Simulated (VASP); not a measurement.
# TiO2 (Fm-3m) in VASP: a series of runs

Aim: see how the results for TiO2 move with the level of theory and the settings. Levels: r2SCAN, PBE, PBEsol. Tasks: single point, relaxation of cell and atoms.

Everything below comes from runs of VASP 6.6.1. Logs are shortened: lines on timing, memory, paths and dates and some standing lists are left out, and cuts for length are marked.

**1. The cell of the first run**

Symmetry: Fm-3m, No. 225, cubic system. The conventional cell has a = 4.794 Å, b = 4.794 Å, c = 4.794 Å, α = 90.00°, β = 90.00°, γ = 90.00°. Ti (site symmetry m-3m) has 8 O at 2.08 Å within 2.7 Å. Within 2.7 Å of O (site symmetry -43m) lie 4 Ti at 2.08 Å and 6 O at 2.40 Å.

**2. Single point, r2SCAN**

POSCAR

```
TiO2
1.0
    0.0000000000      2.3968295068      2.3968295068
    2.3968295068      0.0000000000      2.3968295068
    2.3968295068      2.3968295068      0.0000000000
Ti O
1 2
Direct
    0.0000000000      0.0000000000      0.0000000000
    0.7500000000      0.7500000000      0.7500000000
    0.2500000000      0.2500000000      0.2500000000
```

INCAR.step1

```
SYSTEM = TiO2
PREC     = Accurate       ! precision mode
ENCUT    = 520            ! plane-wave cutoff, eV
ISMEAR   = -1             ! smearing method
SIGMA    = 0.02           ! smearing width, eV
LREAL    = .False.        ! projectors in reciprocal space
LASPH    = .True.         ! aspherical terms in the spheres
NELM     = 60             ! most SCF steps
NBANDS   = 19             ! bands
GGA      = PE             ! functional
ALGO     = Normal         ! electronic algorithm
EDIFF    = 1E-4           ! SCF threshold, eV
LWAVE    = .True.         ! write WAVECAR
LCHARG   = .False.        ! write CHGCAR
```

INCAR.step2

```
SYSTEM = TiO2
PREC     = Accurate       ! precision mode
ENCUT    = 520            ! plane-wave cutoff, eV
EDIFF    = 1E-6           ! SCF threshold, eV
ISMEAR   = -1             ! smearing method
SIGMA    = 0.02           ! smearing width, eV
LREAL    = .False.        ! projectors in reciprocal space
LASPH    = .True.         ! aspherical terms in the spheres
NELM     = 60             ! most SCF steps
ALGO     = Normal         ! electronic algorithm
ISIF     = 2              ! what is computed and relaxed
LWAVE    = .False.        ! write WAVECAR
LCHARG   = .False.        ! write CHGCAR
METAGGA  = R2SCAN         ! meta-GGA
LMIXTAU  = .True.       
NBANDS   = 19             ! bands
ISTART   = 1
```

KPOINTS

```
Automatic mesh
0
Gamma
  8 8 8
  0 0 0
```

Potentials or basis: VASP PAW PBE potentials, release 64 (Ti_sv, O).

Launch:

```console
$ cat potpaw_PBE.64/Ti_sv/POTCAR potpaw_PBE.64/O/POTCAR > POTCAR
$ cp INCAR.step1 INCAR
$ mpirun -np 1 vasp_std > vasp.out
$ cp INCAR.step2 INCAR
$ mpirun -np 1 vasp_std > vasp.out
```

OUTCAR:

```text
SYSTEM = TiO2
   PREC = Accurate
   ENCUT = 520
   EDIFF = 1E-6
   ISMEAR = -1
   LREAL = .False.
   LASPH = .True.
   NELM = 60
   ISIF = 2
   METAGGA = R2SCAN
   ISTART = 1

 ion  position               nearest neighbor table
   1  0.000  0.000  0.000-   2 2.08   3 2.08   2 2.08   2 2.08   2 2.08   3 2.08   3 2.08   3 2.08

   2  0.750  0.750  0.750-   1 2.08   1 2.08   1 2.08   1 2.08
   3  0.250  0.250  0.250-   1 2.08   1 2.08   1 2.08   1 2.08

  LATTYP: Found a face centered cubic cell.
 ALAT       =     4.7936590136

  Lattice vectors:

 A1 = (   0.0000000000,   2.3968295068,   2.3968295068)
 A2 = (   2.3968295068,   0.0000000000,   2.3968295068)
 A3 = (   2.3968295068,   2.3968295068,   0.0000000000)

Analysis of symmetry for initial positions (statically):
=====================================================================
 Subroutine PRICEL returns:
 Original cell was already a primitive cell.

 Routine SETGRP: Setting up the symmetry group for a
 face centered cubic supercell.

 Subroutine GETGRP returns: Found 48 space group operations
 (whereof 48 operations were pure point group operations)
 out of a pool of 48 trial point group operations.

The static configuration has the point symmetry O_h .

Analysis of symmetry for dynamics (positions and initial velocities):
=====================================================================
 Subroutine PRICEL returns:
 Original cell was already a primitive cell.

 Routine SETGRP: Setting up the symmetry group for a
 face centered cubic supercell.

 Subroutine GETGRP returns: Found 48 space group operations
 (whereof 48 operations were pure point group operations)
 out of a pool of 48 trial point group operations.

The dynamic configuration has the point symmetry O_h .

 Subroutine INISYM returns: Found 48 space group operations
 (whereof 48 operations are pure point group operations),
 and found     1 'primitive' translations

----------------------------------------------------------------------------------------

                                     Primitive cell

  volume of cell :      27.5386

  direct lattice vectors                    reciprocal lattice vectors
     0.000000000  2.396829507  2.396829507    -0.208608914  0.208608914  0.208608914
     2.396829507  0.000000000  2.396829507     0.208608914 -0.208608914  0.208608914
     2.396829507  2.396829507  0.000000000     0.208608914  0.208608914 -0.208608914

  length of vectors
     3.389628795  3.389628795  3.389628795     0.361321238  0.361321238  0.361321238

  position of ions in fractional coordinates (direct lattice)
     0.000000000  0.000000000  0.000000000
     0.750000000  0.750000000  0.750000000
     0.250000000  0.250000000  0.250000000

  ion indices of the primitive-cell ions
   primitive index   ion index
                 1           1
                 2           2
                 3           3

----------------------------------------------------------------------------------------

 KPOINTS: Automatic mesh

Automatic generation of k-mesh.
 Grid dimensions read from file:
 generate k-points for:    8    8    8

 Generating k-lattice:

  Cartesian coordinates                     Fractional coordinates (reciprocal lattice)
    -0.026076114  0.026076114  0.026076114     0.125000000  0.000000000  0.000000000
     0.026076114 -0.026076114  0.026076114     0.000000000  0.125000000  0.000000000
     0.026076114  0.026076114 -0.026076114     0.000000000  0.000000000  0.125000000

  Length of vectors
     0.045165155  0.045165155  0.045165155

  Shift w.r.t. Gamma in fractional coordinates (k-lattice)
     0.000000000  0.000000000  0.000000000

 Subroutine IBZKPT returns following result:
 ===========================================

 Found     29 irreducible k-points:

 Following reciprocal coordinates:
            Coordinates               Weight
  0.000000  0.000000  0.000000      1.000000
  0.125000  0.000000  0.000000      8.000000
  0.250000  0.000000  0.000000      8.000000
  0.375000  0.000000  0.000000      8.000000
[... 42 lines left out ...]
  ---------------------------------------------------
  ext. energy  EPLUGINS =         0.00000000
  ---------------------------------------------------
  free energy    TOTEN  =       -34.10078879 eV

  energy without entropy =      -34.10078879  energy(sigma->0) =      -34.10078879

 E-fermi :   7.6789     XC(G=0): -13.0578

 val. band max:        7.1243347748   @ k =   0.5000   0.5000   0.0000
 cond. band min:       8.6694357131   @ k =   0.0000   0.0000   0.0000
 fundamental gap:      1.5451009383
 Fermi energy:         7.6788707107

 k-point     1 :       0.0000    0.0000    0.0000
  band No.  band energies     occupation
      1     -52.8775      2.00000
      2     -27.9112      2.00000
      3     -27.9112      2.00000
      4     -27.9111      2.00000
      5     -13.6353      2.00000
      6      -9.8193      2.00000
[... 11 lines left out ...]
     18      15.3988      0.00000
     19      22.1474      0.00000

 k-point     2 :       0.1250    0.0000    0.0000
  band No.  band energies     occupation
      1     -52.8740      2.00000
      2     -27.9510      2.00000
      3     -27.9158      2.00000
      4     -27.9157      2.00000
      5     -13.4493      2.00000
      6     -10.0361      2.00000
[... 11 lines left out ...]
     18      15.9472      0.00000
     19      22.0359      0.00000

 k-point     3 :       0.2500    0.0000    0.0000
  band No.  band energies     occupation
      1     -52.8657      2.00000
      2     -28.0453      2.00000
      3     -27.9268      2.00000
      4     -27.9267      2.00000
      5     -12.9676      2.00000
      6     -10.5331      2.00000
[... 11 lines left out ...]
     18      17.1591      0.00000
     19      21.9430      0.00000

 k-point     4 :       0.3750    0.0000    0.0000
  band No.  band energies     occupation
      1     -52.8573      2.00000
      2     -28.1371      2.00000
      3     -27.9377      2.00000
      4     -27.9377      2.00000
      5     -12.3944      2.00000
      6     -11.0500      2.00000
[... 407 lines left out ...]
     18      17.7157      0.00000
     19      22.1338      0.00000

 k-point    23 :       0.5000    0.2500    0.1250
  band No.  band energies     occupation
      1     -52.8527      2.00000
      2     -28.1198      2.00000
      3     -28.0030      2.00000
      4     -27.9529      2.00000
      5     -12.0974      2.00000
      6     -11.2077      2.00000
[... 11 lines left out ...]
     18      18.4563      0.00000
     19      22.7833      0.00000

 k-point    24 :      -0.3750    0.2500    0.1250
  band No.  band energies     occupation
      1     -52.8499      2.00000
      2     -28.1379      2.00000
      3     -28.0162      2.00000
      4     -27.9591      2.00000
      5     -11.8053      2.00000
      6     -11.4372      2.00000
[... 11 lines left out ...]
     18      18.6549      0.00000
     19      23.2689      0.00000

 [... further k-points ...]

------------------------ aborting loop because EDIFF is reached ----------------------------------------

  FORCE on cell =-STRESS in cart. coord.  units (eV):
  Direction    XX          YY          ZZ          XY          YZ          ZX
  --------------------------------------------------------------------------------------
  -------------------------------------------------------------------------------------
  Total        0.2666274      0.2666274      0.2666274     -0.0000000     -0.0000000     -0.0000000
  in kB       15.5122175     15.5122175     15.5122175     -0.0000000     -0.0000000     -0.0000000
  external PRESSURE =      15.5122175 kB  Pullay stress =       0.0000000 kB

 VOLUME and BASIS-vectors are now :
 -----------------------------------------------------------------------------
  energy-cutoff  :      520.00
  volume of cell :       27.54
      direct lattice vectors                 reciprocal lattice vectors
     0.000000000  2.396829507  2.396829507    -0.208608914  0.208608914  0.208608914
     2.396829507  0.000000000  2.396829507     0.208608914 -0.208608914  0.208608914
     2.396829507  2.396829507  0.000000000     0.208608914  0.208608914 -0.208608914

 POSITION                                       TOTAL-FORCE (eV/Angst)
 -----------------------------------------------------------------------------------
      0.00000      0.00000      0.00000        -0.000000     -0.000000     -0.000000
      3.59524      3.59524      3.59524         0.000000      0.000000      0.000000
      1.19841      1.19841      1.19841        -0.000000     -0.000000      0.000000
 -----------------------------------------------------------------------------------
    total drift:                                0.000000     -0.000000      0.000000

  FREE ENERGIE OF THE ION-ELECTRON SYSTEM (eV)
  ---------------------------------------------------
  free  energy   TOTEN  =       -34.1007887899 eV

  energy  without entropy=      -34.1007887899  energy(sigma->0) =      -34.10078879
```

Run time: 38 s. Hardware: 1 thread of Intel Xeon 6975P-C (Granite Rapids), shared host; peak memory 0.16 GiB.

Results:

* Free energy: -34.1008 eV
* Pressure: 1.6 GPa
* Band gap on the k mesh: 1.55 eV (least direct gap 2.24 eV)

Levels at points of the mesh, in eV from the valence-band top:
```
           k point  band 9  band 10  band 11  band 12  band 13  band 14  band 15  band 16
(0.00, 0.00, 0.00)   -6.19    -0.91    -0.91    -0.91     1.55     1.55     5.72     5.72
(0.50, 0.00, 0.00)   -3.49    -3.35    -2.62    -2.62     1.86     1.86     3.16     5.32
(0.50, 0.50, 0.00)   -4.77    -2.15    -2.15     0.00     2.24     2.25     3.19     4.48
```

Caveat: the PAW data sets were made with another functional, which shifts forces and pressure a little. A k mesh can miss the band edges.

**3. Single point, r2SCAN**

POSCAR is that of step 2.

INCAR.step1

```
PREC = Accurate
ENCUT = 520
ISMEAR = 0
SIGMA = 0.01
LREAL = F
LASPH = T
NELM = 80
NBANDS = 19
GGA = PE
ALGO = Normal
EDIFF = 1E-4
LWAVE = T
LCHARG = F
```

INCAR.step2

```
PREC = Accurate
ENCUT = 520
EDIFF = 1E-6
ISMEAR = 0
SIGMA = 0.01
LREAL = F
LASPH = T
NELM = 80
ALGO = Normal
ISIF = 2
LWAVE = F
LCHARG = F
METAGGA = R2SCAN
LMIXTAU = T
NBANDS = 19
ISTART = 1
```

KPOINTS

```
regular mesh
0
Gamma
  10 10 10
```

Potentials or basis: VASP PAW PBE potentials, release 64 (Ti_sv, O).

Launch:

```console
$ cat potpaw_PBE.64/Ti_sv/POTCAR potpaw_PBE.64/O/POTCAR > POTCAR
$ cp INCAR.step1 INCAR
$ mpirun -np 1 vasp_std > vasp.out
$ cp INCAR.step2 INCAR
$ mpirun -np 1 vasp_std > vasp.out
```

Wall time 55 s (1 thread of Intel Xeon 6975P-C (Granite Rapids), shared host); peak memory 0.17 GiB.

It converged, with:

| Property | Result |
| --- | --- |
| Free energy | -34.1007 eV |
| Pressure | 1.6 GPa |
| Band gap on the k mesh | 1.55 eV (least direct gap 2.24 eV) |

Levels at points of the mesh, in eV from the valence-band top:
```csv
k point,band 9,band 10,band 11,band 12,band 13,band 14,band 15,band 16
"(0.00, 0.00, 0.00)",-6.19,-0.91,-0.91,-0.91,1.55,1.55,5.72,5.72
"(0.50, 0.00, 0.00)",-3.49,-3.35,-2.62,-2.62,1.86,1.86,3.16,5.32
"(0.50, 0.50, 0.00)",-4.77,-2.15,-2.15,0.00,2.24,2.25,3.19,4.48
```

Caveat: the PAW data sets were made with another functional, which shifts forces and pressure a little. A k mesh can miss the band edges.

**4. Relaxation of cell and atoms, PBE**

This run uses another cell than the first one, of 9.37 Å³/atom.

INCAR

```
  PREC = Accurate
  ENCUT = 600
  EDIFF = 1E-6
  ISMEAR = -1
  SIGMA = 0.02
  LREAL = False
  LASPH = True
  NELM = 80
  ALGO = Normal
  ISIF = 3
  LWAVE = False
  LCHARG = False
  GGA = PE
  IBRION = 2
  NSW = 80
  EDIFFG = -0.005
```

KPOINTS

```
Automatic mesh
0
Gamma
  8 8 8
```

POSCAR

```
TiO2
1.0
    0.0000000000      2.4131490800      2.4131490800
    2.4131490800      0.0000000000      2.4131490800
    2.4131490800      2.4131490800      0.0000000000
Ti O
1 2
Direct
    0.0000000000      0.0000000000      0.0000000000
    0.7500000000      0.7500000000      0.7500000000
    0.2500000000      0.2500000000      0.2500000000
```

Launch:

```console
$ cat potpaw_PBE.64/Ti_sv/POTCAR potpaw_PBE.64/O/POTCAR > POTCAR
$ mpirun -np 1 vasp_std > vasp.out
```

Wall time 19 s (1 thread of Intel Xeon 6975P-C (Granite Rapids), shared host); peak memory 0.16 GiB.

Results (log left out):

```
Free energy                           : -26.0372 eV
Relaxed volume                        : 9.41 Å³/atom
Relaxed cell                          : a = 3.418 Å, b = 3.418 Å, c = 3.418 Å, α = 60.00°, β = 60.00°, γ = 60.00°
Space group after relaxing (to 0.1 Å) : Fm-3m (No. 225)
Energy gained by relaxing             : 0.1 meV/atom
Ionic steps                           : 3
Pressure after relaxing               : 0.0 GPa
Band gap on the k mesh                : 1.11 eV (least direct gap 1.78 eV)
```

The path:
```csv
step,energy change (eV),largest force (eV/Å),pressure (GPa),volume (Å³)
1,0.0000,0.0000,1.17,28.10
2,0.0002,0.0000,-1.31,28.38
3,-0.0004,0.0000,0.01,28.23
```

Final structure:
```yaml
crystal:
  lattice:
    - [0.00000, 2.41676, 2.41676]
    - [2.41676, 0.00000, 2.41676]
    - [2.41676, 2.41676, 0.00000]
  atoms:
    - { symbol: Ti, position: [0.00000, 0.00000, 0.00000] }
    - { symbol: O, position: [0.75000, 0.75000, 0.75000] }
    - { symbol: O, position: [0.25000, 0.25000, 0.25000] }
```

Levels at points of the mesh, in eV from the valence-band top:
```
           k point  band 10  band 11  band 12  band 13  band 14  band 15
(0.00, 0.00, 0.00)    -0.85    -0.85    -0.85     1.11     1.11     5.20
(0.50, 0.00, 0.00)    -3.23    -2.49    -2.49     1.44     1.44     2.74
(0.50, 0.50, 0.00)    -2.05    -2.05     0.00     1.78     1.79     2.76
```

A k mesh can miss the band edges.

**5. Relaxation of cell and atoms, PBEsol**

This run uses another cell than the first one, of 9.39 Å³/atom.

INCAR

```
SYSTEM = TiO2
PREC     = Accurate       ! precision mode
ENCUT    = 600            ! plane-wave cutoff, eV
EDIFF    = 1E-6           ! SCF threshold, eV
ISMEAR   = -1             ! smearing method
SIGMA    = 0.02           ! smearing width, eV
LREAL    = .FALSE.        ! projectors in reciprocal space
LASPH    = .TRUE.         ! aspherical terms in the spheres
NELM     = 60             ! most SCF steps
ALGO     = Normal         ! electronic algorithm
ISIF     = 3              ! what is computed and relaxed
LWAVE    = .FALSE.        ! write WAVECAR
LCHARG   = .FALSE.        ! write CHGCAR
GGA      = PS             ! functional
IBRION   = 2              ! ionic algorithm
NSW      = 80             ! ionic steps
EDIFFG   = -0.005         ! ionic threshold
```

KPOINTS

```
Automatic mesh
0
G
  8 8 8
  0 0 0
```

POSCAR

```
TiO2
1.0
    0.0000000000      2.4148975694      2.4148975694
    2.4148975694      0.0000000000      2.4148975694
    2.4148975694      2.4148975694      0.0000000000
Ti O
1 2
Direct
    0.0000000000      0.0000000000      0.0000000000
    0.7500000000      0.7500000000      0.7500000000
    0.2500000000      0.2500000000      0.2500000000
```

Launch:

```console
$ cat potpaw_PBE.64/Ti_sv/POTCAR potpaw_PBE.64/O/POTCAR > POTCAR
$ mpirun -np 1 vasp_std > vasp.out
```

Wall time 21 s (1 thread of Intel Xeon 6975P-C (Granite Rapids), shared host); peak memory 0.17 GiB.

It converged, with:

| Quantity | Value |
| --- | --- |
| Free energy | -27.3648 eV |
| Relaxed volume | 9.11 Å³/atom |
| Relaxed cell | a = 3.381 Å, b = 3.381 Å, c = 3.381 Å, α = 60.00°, β = 60.00°, γ = 60.00° |
| Space group after relaxing (to 0.1 Å) | Fm-3m (No. 225) |
| Energy gained by relaxing | 6.9 meV/atom |
| Ionic steps | 3 |
| Pressure after relaxing | -0.1 GPa |
| Band gap on the k mesh | 1.07 eV (least direct gap 1.80 eV) |

The path:
```
step  energy change (eV)  largest force (eV/Å)  pressure (GPa)  volume (Å³)
   1              0.0000                0.0000           -7.66        28.17
   2              0.0084                0.0000           10.24        26.38
   3             -0.0208                0.0000           -0.06        27.33
```

Final structure:
```xyz
3
Lattice="0.0000 2.3906 2.3906 2.3906 0.0000 2.3906 2.3906 2.3906 0.0000" Properties=species:S:1:pos:R:3 pbc="T T T"
Ti    0.0000    0.0000    0.0000
O     3.5860    3.5860    3.5860
O     1.1953    1.1953    1.1953
```

Levels at points of the mesh, in eV from the valence-band top:
```
           k point  band 8  band 9  band 10  band 11  band 12  band 13  band 14  band 15  band 16
(0.00, 0.00, 0.00)   -6.14   -6.14    -0.89    -0.89    -0.89     1.07     1.07     5.47     5.47
(0.50, 0.00, 0.00)   -5.04   -3.47    -3.34    -2.59    -2.59     1.45     1.45     2.93     5.05
(0.50, 0.50, 0.00)   -4.72   -4.72    -2.14    -2.14     0.00     1.80     1.81     2.96     4.23
```

Caveat: the PAW data sets were made with another functional, which shifts forces and pressure a little.

**6. Overview**

| task | level | cell | k mesh | cutoff (eV) | smearing | gap on the mesh (eV) | pressure (GPa) | relaxed volume (Å³/atom) |
| --- | --- | --- | --- | --- | --- | --- | --- | --- |
| single point | r2SCAN | a = 3.390 Å, angles 60.0°, 3 atoms | 8 × 8 × 8 | 520 | fermi-dirac 0.02 eV | 1.55 | 1.6 | - |
| single point | r2SCAN | a = 3.390 Å, angles 60.0°, 3 atoms | 10 × 10 × 10 | 520 | gaussian 0.01 eV | 1.55 | 1.6 | - |
| relaxation of cell and atoms | PBE | relaxed from a = 3.413 Å, angles 60.0°, 3 atoms | 8 × 8 × 8 | 600 | fermi-dirac 0.02 eV | 1.11 | 0.0 | 9.41 |
| relaxation of cell and atoms | PBEsol | relaxed from a = 3.415 Å, angles 60.0°, 3 atoms | 8 × 8 × 8 | 600 | fermi-dirac 0.02 eV | 1.07 | -0.1 | 9.11 |

Alike in all rows: potentials or basis VASP PAW PBE potentials, release 64 (Ti_sv, O); no spin polarisation.

Caveats: the PAW data sets were made with another functional, which shifts forces and pressure a little (at least some runs).

Absolute energies hang on the potentials; compare differences alone.
